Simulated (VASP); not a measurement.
Set up this calculation in VASP 6.6.1, as the native input.

```yaml
Task: single point
Functional: RPBE
Potentials_or_basis: VASP PAW PBE potentials, release 64 (Ti_sv)
Cutoff: 320 eV
k_mesh: 16 × 16 × 16
Occupations: tetrahedron, width 0.1 eV
Spin: no spin polarisation
Tolerance_level: screening
Purpose: density of states
K_density: 13 × 13 × 13
Further_INCAR_settings: ALGO = Normal; EDIFF = 1e-06; NBANDS = 20
```

Ti:

```
Ti
1.0
    -1.64100    1.64100    1.64100
     1.64100   -1.64100    1.64100
     1.64100    1.64100   -1.64100
Ti
1
Direct
  0.00000 0.00000 0.00000
```

This isn't the form of Ti at room conditions, which is hcp.

These files were run (other wordings do the same):

POSCAR

```
Ti
1.0
   -1.6410000000      1.6410000000      1.6410000000
    1.6410000000     -1.6410000000      1.6410000000
    1.6410000000      1.6410000000     -1.6410000000
Ti
1
Direct
    0.0000000000      0.0000000000      0.0000000000
```

INCAR.step1

```
SYSTEM = Ti
ALGO     = Normal         ! electronic algorithm
EDIFF    = 1E-6           ! SCF threshold, eV
ENCUT    = 320            ! plane-wave cutoff, eV
GGA      = RP             ! functional
GGA_COMPAT= .False.      
ISMEAR   = 1              ! smearing method
LASPH    = .True.         ! aspherical terms in the spheres
LCHARG   = .True.         ! write CHGCAR
LMAXMIX  = 4              ! l up to which the mixer works
LREAL    = .False.        ! projectors in reciprocal space
LWAVE    = .False.        ! write WAVECAR
NBANDS   = 20             ! bands
NELM     = 120            ! most SCF steps
PREC     = Accurate       ! precision mode
SIGMA    = 0.1            ! smearing width, eV
```

KPOINTS.step1

```
k-points
0
Gamma
  13 13 13
```

INCAR.step2

```
SYSTEM = Ti
ALGO     = Normal         ! electronic algorithm
EDIFF    = 1E-6           ! SCF threshold, eV
EMAX     = 16.0244      
EMIN     = -8.9756      
ENCUT    = 320            ! plane-wave cutoff, eV
GGA      = RP             ! functional
GGA_COMPAT= .False.      
ICHARG   = 11             ! starting density
ISMEAR   = -5             ! smearing method
LASPH    = .True.         ! aspherical terms in the spheres
LCHARG   = .False.        ! write CHGCAR
LMAXMIX  = 4              ! l up to which the mixer works
LORBIT   = 11             ! projections on sites
LREAL    = .False.        ! projectors in reciprocal space
LWAVE    = .False.        ! write WAVECAR
NBANDS   = 20             ! bands
NEDOS    = 2001           ! points of the DOS
NELM     = 120            ! most SCF steps
PREC     = Accurate       ! precision mode
```

KPOINTS.step2

```
Automatic mesh
0
Gamma
  16 16 16
  0 0 0
```

Potentials or basis: VASP PAW PBE potentials, release 64 (Ti_sv).

Run with:

```bash
$ cat potpaw_PBE.64/Ti_sv/POTCAR > POTCAR
$ cp INCAR.step1 INCAR
$ cp KPOINTS.step1 KPOINTS
$ mpirun -np 1 vasp_std > vasp.out
$ cp INCAR.step2 INCAR
$ cp KPOINTS.step2 KPOINTS
$ mpirun -np 1 vasp_std > vasp.out
```

Results of the run:

- Valence electrons inside the program's atomic spheres: Ti 10.22
- Density of states at the Fermi level: 2.14 states/eV/atom

Wall time 38 s on 1 thread of Intel(R) Xeon(R) Platinum 8259CL CPU @ 2.50GHz (Skylake/Cascade Lake), on a shared host, peak memory 0.14 GiB.
